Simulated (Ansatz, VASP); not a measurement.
Ni: VASP beside Ansatz

INCAR

```
SYSTEM = Ni
  ALGO = Normal
  EDIFF = 1E-6
  ENCUT = 520
  GGA = PE
  ISIF = 2
  ISMEAR = -1
  LASPH = .TRUE.
  LCHARG = .TRUE.
  LELF = .TRUE.
  LREAL = .FALSE.
  LVHAR = .TRUE.
  LWAVE = .FALSE.
  NBANDS = 11
  NELM = 100
  PREC = Accurate
  SIGMA = 0.05
```

Contents of KPOINTS:

```
k-points
0
G
  21 21 21
  0 0 0
```

File POSCAR:

```
Ni
1.0
    0.0000000000      1.4811413411      1.4811413411
    1.4811413411      0.0000000000      1.4811413411
    1.4811413411      1.4811413411      0.0000000000
Ni
1
Direct
    0.0000000000      0.0000000000      0.0000000000
```

Input for Ansatz:

```yaml
crystal:
  lattice:
    - [0.0, 1.4811413411, 1.4811413411]
    - [1.4811413411, 0.0, 1.4811413411]
    - [1.4811413411, 1.4811413411, 0.0]
  atoms:
    - { symbol: Ni, position: [0.0, 0.0, 0.0] }
kpoints:
  mp_grid: { grid: [21, 21, 21] }
scf:
  occupations: { method: fermi_dirac, width: 0.05 }
hamiltonian:
  xc: pbe
  pseudopotentials: { kind: all_electron, lapw: { basis_error: 0.001 } }
output:
  forces: true
  stress: true
  eigenvalues: true
  populations: true
```

Change from the starting cell: volume scaled by 0.6, LAPW.

Alike in both runs: task single point; functional PBE; k mesh 21 × 21 × 21; occupations fermi-dirac, width 0.05 eV; no spin polarisation.

|  | VASP | Ansatz |
| --- | --- | --- |
| version | VASP 6.6.1 | Ansatz 0.2.0 |
| potentials or method | VASP PAW PBE potentials, release 64 (Ni), cutoff 520 eV | all-electron LAPW, scalar-relativistic |

|  | VASP | Ansatz | Ansatz less VASP |
| --- | --- | --- | --- |
| pressure (GPa) | 349.9 | 350.5 | +0.59 |

Both programs put the cell under a high pressure, so it lies far from rest at this level. Ansatz ran all-electron here, and VASP with PAW potentials.

Noted on VASP's run: the cell as given lies far from equilibrium.
